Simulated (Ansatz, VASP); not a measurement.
# One calculation of BaOs2Rh2, two programs

```
CELL_PARAMETERS angstrom
0.00000 4.15428 0.00000
4.15428 0.00000 0.00000
2.07714 2.07714 -6.02133
ATOMIC_POSITIONS crystal
Os 0.75000 0.25000 0.50000
Os 0.25000 0.75000 0.50000
Rh 0.37500 0.37500 0.25000
Rh 0.62500 0.62500 0.75000
Ba 0.00000 0.00000 0.00000
```

Alike in both runs: task single point; functional RPBE; k mesh 5 × 5 × 5; no spin polarisation.

```csv
,VASP,Ansatz
version,VASP 6.6.1,Ansatz 0.2.0
potentials or method,"VASP PAW PBE potentials, release 64 (Os, Rh_pv, Ba_sv), cutoff 520 eV",PAW plane waves
occupations,"fermi-dirac, width 0.1 eV",fermi-dirac
valence electrons in the cell,56,76
```

VASP gave:

```
gap on the k mesh at the Fermi level (eV)                     : none
pressure (GPa)                                                : -0.4
traceless stress, the component that is largest in VASP (GPa) : -0.94
rms of the force components (eV/Å)                            : 0.125
```

Question: What did Ansatz give for the same quantities?

Answer: gap on the k mesh at the Fermi level (eV): none; pressure (GPa): -1.0; traceless stress, the component that is largest in VASP (GPa): -0.73; rms of the force components (eV/Å): 0.143.

VASP's potentials were made for PBE, not for RPBE. Atom by atom the forces differ by 0.018 eV/Å (rms over components). A gap of «none» marks a metal or a gap that the smearing closes. VASP's potentials hold 56 valence electrons a cell and Ansatz's 76, so a difference there can come from the potentials and not from the codes.

Neither program's run includes spin-orbit coupling.
